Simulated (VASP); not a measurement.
Wanted: the native input for a VASP 6.6.1 run.

```yaml
Task: single point
Functional: PBE
Dispersion: D3(BJ)
Potentials_or_basis: VASP PAW PBE potentials, release 64 (Sn_d, O)
Cutoff: 520 eV
k_mesh: 7 × 7 × 1
Occupations: gaussian, width 0.05 eV
Spin: no spin polarisation
Dipole_correction: yes
Further_INCAR_settings: ALGO = Normal; EDIFF = 1e-06; NBANDS = 50
```

The structure of SnO lies in POSCAR:

```
SnO
1.0
    3.8201527101      0.0002954416      0.0000000000
   -0.0003145269      3.8201527086      0.0000000000
    0.0000000000      0.0000000000     22.2260751773
Sn O
4 4
Direct
    0.9999452874      0.9999452874      0.2024648960
    0.4999452874      0.4999452874      0.3087831537
    0.4999452874      0.9999452874      0.5067488299
    0.9999452874      1.4999452874      0.6130670876
    0.9999461031      0.4999461031      0.2556240249
    0.4999461031      0.9999461031      0.2556240249
    0.4999444717      1.4999444717      0.5599079587
    0.9999444717      0.9999444717      0.5599079587
```

This cell differs from its parent crystal: layers slid over each other.

These files were run (other wordings do the same):

INCAR

```
  PREC = Accurate
  ENCUT = 520
  EDIFF = 1E-6
  ISMEAR = 0
  SIGMA = 0.05
  LREAL = F
  LASPH = T
  NELM = 80
  ALGO = Normal
  ISIF = 2
  LWAVE = F
  LCHARG = F
  LDIPOL = T
  IDIPOL = 3
  DIPOL = 0.5 0.5 0.408
  GGA = PE
  IVDW = 12
  NBANDS = 50
```

KPOINTS

```
regular mesh
0
Gamma
  7 7 1
```

Potentials or basis: VASP PAW PBE potentials, release 64 (Sn_d, O).

Launch:

```sh
$ cat potpaw_PBE.64/Sn_d/POTCAR potpaw_PBE.64/O/POTCAR > POTCAR
$ mpirun -np 1 vasp_std > vasp.out
```

It gave:

| Quantity | Value |
| --- | --- |
| Largest force | 0.148 eV/Å |
| Band gap on the k mesh | 2.59 eV (least direct gap 2.61 eV) |
| Dispersion energy per atom | -0.153 eV |

Caveat: the cell differs from its parent crystal (layers slid over each other); spin-orbit coupling is left out, which moves the levels of the heavy elements.

Wall time 11 min on 1 thread of Intel Xeon 8259CL (shared host), peak memory 0.46 GiB.
